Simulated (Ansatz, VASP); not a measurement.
## Two plane-wave programs on GeBi5O

```
CELL_PARAMETERS angstrom
3.89775 0.00000 0.00000
0.00000 3.89775 0.00000
0.00000 0.00000 24.87520
ATOMIC_POSITIONS crystal
Ge 0.50000 0.00000 0.03749
Ge 0.00000 0.50000 0.96251
Bi 0.50000 0.00000 0.85791
Bi 0.00000 0.50000 0.14209
Bi 0.50000 0.00000 0.21163
Bi 0.00000 0.50000 0.29685
Bi 0.50000 0.00000 0.37922
Bi 0.00000 0.50000 0.45866
Bi 0.00000 0.50000 0.78837
Bi 0.50000 0.00000 0.70315
Bi 0.00000 0.50000 0.62078
Bi 0.50000 0.00000 0.54134
O 0.00000 0.00000 0.00000
O 0.50000 0.50000 0.00000
```

Alike in both runs: functional PBE; k mesh 4 × 4 × 1; occupations gaussian, width 0.2 eV; no spin polarisation.

Ansatz relaxed the structure, and its values are those at the end. VASP's run is a single point on that final structure, the one shown.

|  | VASP | Ansatz |
| --- | --- | --- |
| version | VASP 6.6.1 | Ansatz 0.2.0 |
| potentials or method | VASP PAW PBE potentials, release 64 (Ge_d, Bi_d, O), cutoff 520 eV | scalar-relativistic, plane waves, PAW |
| valence electrons in the cell | 190 | 190 |

|  | VASP | Ansatz | Ansatz less VASP |
| --- | --- | --- | --- |
| gap on the k mesh at the Fermi level (eV) | none | none | - |
| pressure (GPa) | 0.1 | 0.2 | +0.03 |
| rms of the force components (eV/Å) | 0.023 | 0.019 | -0.0040 |

A gap of «none» marks a metal or a gap that the smearing closes. The functional is the same, so the differences come from potentials, cutoffs and numerics.

The k mesh is coarse, so the values compare programs but aren't converged. Spin-orbit coupling is off throughout.
